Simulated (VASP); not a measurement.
Input of a VASP 6.6.1 run:

POSCAR

```
PbS
1.0
    0.0000000000      3.3009775035      3.3009775035
    3.3009775035      0.0000000000      3.3009775035
    3.3009775035      3.3009775035      0.0000000000
Pb S
1 1
Direct
    0.0000000000      0.0000000000      0.0000000000
    0.2500000000      0.2500000000      0.2500000000
```

Contents of INCAR.step1:

```
SYSTEM = PbS
PREC     = Accurate       ! precision mode
ENCUT    = 400            ! plane-wave cutoff, eV
EDIFF    = 1E-5           ! SCF threshold, eV
ISMEAR   = 0              ! smearing method
SIGMA    = 0.01           ! smearing width, eV
LREAL    = .FALSE.        ! projectors in reciprocal space
LASPH    = .TRUE.         ! aspherical terms in the spheres
NELM     = 120            ! most SCF steps
ALGO     = Normal         ! electronic algorithm
ISIF     = 2              ! what is computed and relaxed
LWAVE    = .TRUE.         ! write WAVECAR
LCHARG   = .FALSE.        ! write CHGCAR
NBANDS   = 17             ! bands
GGA      = PE             ! functional
GGA_COMPAT= .FALSE.
```

INCAR.step2

```
SYSTEM = PbS
PREC     = Accurate       ! precision mode
ENCUT    = 400            ! plane-wave cutoff, eV
EDIFF    = 1E-6           ! SCF threshold, eV
ISMEAR   = 0              ! smearing method
SIGMA    = 0.01           ! smearing width, eV
LREAL    = .FALSE.        ! projectors in reciprocal space
LASPH    = .TRUE.         ! aspherical terms in the spheres
NELM     = 120            ! most SCF steps
ALGO     = Normal         ! electronic algorithm
ISIF     = 2              ! what is computed and relaxed
LWAVE    = .FALSE.        ! write WAVECAR
LCHARG   = .FALSE.        ! write CHGCAR
GGA      = PE             ! functional
LHFCALC  = .TRUE.         ! exact exchange
HFSCREEN = 0.2079         ! screening, 1/A
PRECFOCK = Normal       
NBANDS   = 17             ! bands
ISTART   = 1            
GGA_COMPAT= .FALSE.
```

The input KPOINTS:

```
Automatic mesh
0
G
  4 4 4
  0 0 0
```

Potentials or basis: VASP PAW PBE potentials, release 64 (Pb_d, S).

The run is started by

```console
$ cat potpaw_PBE.64/Pb_d/POTCAR potpaw_PBE.64/S/POTCAR > POTCAR
$ cp INCAR.step1 INCAR
$ mpirun -np 1 vasp_std > vasp.out
$ cp INCAR.step2 INCAR
$ mpirun -np 1 vasp_std > vasp.out
```

(1) What does it give for the band gap on the k mesh?

(2) What does it give for the pressure?

Results:

(1) 1.29 eV (least direct gap 1.81 eV).

(2) 0.0 GPa.

Caveat: the structure was generated, so it needn't be the stable form of PbS; the PAW data sets were made with another functional, which shifts forces and pressure a little; spin-orbit coupling is left out, which moves the levels of the heavy elements.
